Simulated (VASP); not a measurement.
Set up this calculation in VASP 6.6.1, as the native input.

```yaml
Task: single point
Functional: PBEsol
Potentials_or_basis: VASP PAW PBE potentials, release 64 (W_sv, Co)
Cutoff: 520 eV
k_mesh: 12 × 12 × 12
Occupations: gaussian, width 0.1 eV
Spin: collinear spin, ferromagnetic start
Starting_moments: "[0.13, 0.13, 0.03, 1.3] μB"
Fixed_moment: 1.5 μB
Dipole_correction: no
Further_INCAR_settings: ALGO = Normal; EDIFF = 1e-06; NBANDS = 38
```

The structure of CoW3 lies in POSCAR:

```
CoW3
1.0
    0.0000000000      3.0720842694      3.0720842694
    3.0720842694      0.0000000000      3.0720842694
    3.0720842694      3.0720842694      0.0000000000
W Co
3 1
Direct
    0.2500000000      0.2500000000      0.2500000000
    0.7500000000      0.7500000000      0.7500000000
    0.5000000000      0.5000000000      0.5000000000
    0.0000000000      0.0000000000      0.0000000000
```

The input as run:

INCAR

```
SYSTEM = CoW3
PREC = Accurate
ENCUT = 520
EDIFF = 1E-6
ISMEAR = 0
SIGMA = 0.1
LREAL = .False.
LASPH = .True.
NELM = 150
ALGO = Normal
ISIF = 2
LWAVE = .False.
LCHARG = .False.
ISPIN = 2
MAGMOM = 0.13 0.13 0.03 1.3
LORBIT = 11
NUPDOWN = 1.5
LMAXMIX = 4
GGA = PS
NBANDS = 38
```

KPOINTS

```
regular mesh
0
Gamma
  12 12 12
  0 0 0
```

Potentials or basis: VASP PAW PBE potentials, release 64 (W_sv, Co).

Command:

```console
$ cat potpaw_PBE.64/W_sv/POTCAR potpaw_PBE.64/Co/POTCAR > POTCAR
$ mpirun -np 1 vasp_std > vasp.out
```

It gave:

The pressure is 0.7 GPa. The net moment is 1.50 μB per cell. The site moments are W +0.14, +0.04; Co +1.16 μB. The valence electrons inside the program's atomic spheres are W 12.08, 12.32; Co 8.30.

Caveat: the PAW data sets were made with another functional, which shifts forces and pressure a little; the total moment is fixed, so each spin has its own Fermi level.

It took 110 s on 1 thread of Intel(R) Xeon(R) 6975P-C (Granite Rapids) (shared host), peak memory 0.37 GiB.
